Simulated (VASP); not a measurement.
Write the native input for VASP 6.6.1 that does the following.

```yaml
Task: single point
Functional: PBE
Potentials_or_basis: VASP PAW PBE potentials, release 64 (Ta_pv)
Cutoff: 520 eV
k_mesh: 13 × 13 × 1
Occupations: gaussian, width 0.1 eV
Spin: no spin polarisation
Dipole_correction: yes
Further_INCAR_settings: ALGO = Fast; EDIFF = 1e-07; NBANDS = 36
```

The structure of Ta lies in POSCAR:

```
Ta
1.0
    2.8743851013      0.0000000000      0.0000000000
   -0.9581283671      2.7099962625      0.0000000000
    0.0000000000      0.0000000000     24.3877024301
Ta
5
Direct
    0.5000000000      0.5000000000      0.3120339112
    0.0000000000      0.0000000000      0.4039971152
    0.5000000000      0.5000000000      0.4999999991
    0.0000000000      0.0000000000      0.5960028785
    0.5000000000      0.5000000000      0.6879660961
```

One way to write it, as run:

INCAR

```
SYSTEM = Ta
PREC = Accurate
ENCUT = 520
EDIFF = 1E-7
ISMEAR = 0
SIGMA = 0.1
LREAL = .False.
LASPH = .True.
NELM = 80
ALGO = Fast
ISIF = 2
LWAVE = .False.
LCHARG = .False.
LDIPOL = .True.
IDIPOL = 3
DIPOL = 0.5 0.5 0.500
GGA = PE
NBANDS = 36
```

KPOINTS

```
Automatic mesh
0
Gamma
  13 13 1
  0 0 0
```

Potentials or basis: VASP PAW PBE potentials, release 64 (Ta_pv).

Command:

```sh
$ cat potpaw_PBE.64/Ta_pv/POTCAR > POTCAR
$ mpirun -np 1 vasp_std > vasp.out
```

Results of the run:

* Largest force: 0.007 eV/Å
* Band gap on the k mesh: zero (an odd number of electrons rules out a gap without spin polarisation)

Caveat: spin-orbit coupling is left out, which moves the levels of the heavy elements.

Run time: 11 min on 1 thread of Intel(R) Xeon(R) Platinum 8488C (Sapphire Rapids), on a shared host, peak memory 0.47 GiB.
